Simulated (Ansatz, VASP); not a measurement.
**Mo in VASP and in Ansatz**

INCAR

```
PREC     = Accurate       # precision mode
ENCUT    = 520            # plane-wave cutoff, eV
EDIFF    = 1E-6           # SCF threshold, eV
ISMEAR   = 0              # smearing method
SIGMA    = 0.1            # smearing width, eV
LREAL    = F              # projectors in reciprocal space
LASPH    = T              # aspherical terms in the spheres
NELM     = 100            # most SCF steps
ALGO     = Fast           # electronic algorithm
ISIF     = 2              # what is computed and relaxed
LWAVE    = F              # write WAVECAR
LCHARG   = F              # write CHGCAR
GGA      = PE             # functional
NBANDS   = 13             # bands
```

Contents of KPOINTS:

```
regular mesh
0
Gamma
  18 18 18
```

File POSCAR:

```
Mo
1.0
   -1.6203922400      1.6203922400      1.6203922400
    1.6203922400     -1.6203922400      1.6203922400
    1.6203922400      1.6203922400     -1.6203922400
Mo
1
Direct
    0.0000000000      0.0000000000      0.0000000000
```

Input for Ansatz:

```yaml
crystal:
  lattice:
    - [-1.62039224, 1.62039224, 1.62039224]
    - [1.62039224, -1.62039224, 1.62039224]
    - [1.62039224, 1.62039224, -1.62039224]
  atoms:
    - { symbol: Mo, position: [0.0, 0.0, 0.0] }
basis:
  ecutwfc: 420
kpoints:
  mp_grid: { grid: [18, 18, 18] }
hamiltonian:
  xc: pbe
scf:
  occupations: { method: gaussian, width: 0.1 }
output:
  forces: true
  stress: true
  eigenvalues: true
  populations: true
```

Alike in both runs: task single point; functional PBE; k mesh 18 × 18 × 18; occupations gaussian, width 0.1 eV; no spin polarisation.

|  | VASP | Ansatz |
| --- | --- | --- |
| version | VASP 6.6.1 | Ansatz 0.2.0 |
| potentials or method | VASP PAW PBE potentials, release 64 (Mo_sv), cutoff 520 eV | scalar-relativistic, plane waves, PAW |
| valence electrons in the cell | 14 | 14 |

Ansatz gave:

```
gap on the k mesh at the Fermi level (eV) : none
pressure (GPa)                            : -16.6
```

Problem. Estimate VASP's values.

Solution. gap on the k mesh at the Fermi level (eV): none; pressure (GPa): -16.2.

A gap of «none» marks a metal or a gap that the smearing closes.
